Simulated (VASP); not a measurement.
Write the native input for VASP 6.6.1 that does the following.

- Task: single point
- Functional: LDA
- Potentials or basis: VASP PAW LDA potentials, release 64 (Cd, Se)
- Cutoff: 520 eV
- k mesh: 6 × 6 × 6
- Occupations: fermi-dirac, width 0.05 eV
- Spin: no spin polarisation
- Dipole correction: no
- Further INCAR settings: ALGO = Normal; EDIFF = 1e-07; NBANDS = 16

The structure of CdSe lies in POSCAR:

```
CdSe
1.0
   -0.0071848950      2.8739580000      2.8739580000
    2.8739580000     -0.0071848950      2.8739580000
    2.8667731050      2.8667731050      0.0000000000
Cd Se
1 1
Direct
    0.0000000000      0.0000000000      0.0000000000
    0.5000000000      0.5000000000      0.5000000000
```

One way to write it, as run:

INCAR

```
SYSTEM = CdSe
PREC = Accurate
ENCUT = 520
EDIFF = 1E-7
ISMEAR = -1
SIGMA = 0.05
LREAL = .FALSE.
LASPH = .TRUE.
NELM = 80
ALGO = Normal
ISIF = 2
LWAVE = .FALSE.
LCHARG = .FALSE.
NBANDS = 16
```

KPOINTS

```
Automatic mesh
0
G
  6 6 6
  0 0 0
```

Potentials or basis: VASP PAW LDA potentials, release 64 (Cd, Se).

Command:

```bash
$ cat potpaw_LDA.64/Cd/POTCAR potpaw_LDA.64/Se/POTCAR > POTCAR
$ mpirun -np 1 vasp_std > vasp.out
```

Results of the run:

```yaml
Pressure: -5.5 GPa
Band_gap_on_the_k_mesh: zero (band 9 reaches 2.14 eV, above the bottom of band 10 at 1.52 eV)
```

It took 27 s on 1 thread of Intel(R) Xeon(R) Platinum 8375C CPU @ 2.90GHz (Ice Lake), on a shared host, peak memory 0.16 GiB.
